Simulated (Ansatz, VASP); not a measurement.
Os: VASP beside Ansatz

```
Os
1.0
     2.73631    0.00000    0.00000
    -1.36815    2.36971    0.00000
     0.00000    0.00000    4.32243
Os
2
Direct
  0.33333 0.66667 0.25000
  0.66667 0.33333 0.75000
```

Alike in both runs: functional r2SCAN; k mesh 18 × 18 × 10; occupations gaussian, width 0.1 eV; no spin polarisation.

Ansatz relaxed the structure, and its values are those at the end. VASP's run is a single point on that final structure, the one shown.

```csv
,VASP,Ansatz
version,VASP 6.6.1,Ansatz 0.2.0
potentials or method,"VASP PAW PBE potentials, release 64 (Os_sv_GW), cutoff 550 eV","scalar-relativistic, plane waves, PAW"
valence electrons in the cell,32,32
```

Ansatz gave:

| Item | Value |
| --- | --- |
| gap on the k mesh at the Fermi level (eV) | none |
| pressure (GPa) | 0.0 |

Question: Which values does VASP return?

Answer: gap on the k mesh at the Fermi level (eV): none; pressure (GPa): -1.9.

VASP's potentials were made for PBE, not for r2SCAN. A gap of «none» marks a metal or a gap that the smearing closes. The functional is the same, so the differences come from potentials, cutoffs and numerics.

Spin-orbit coupling is off throughout.
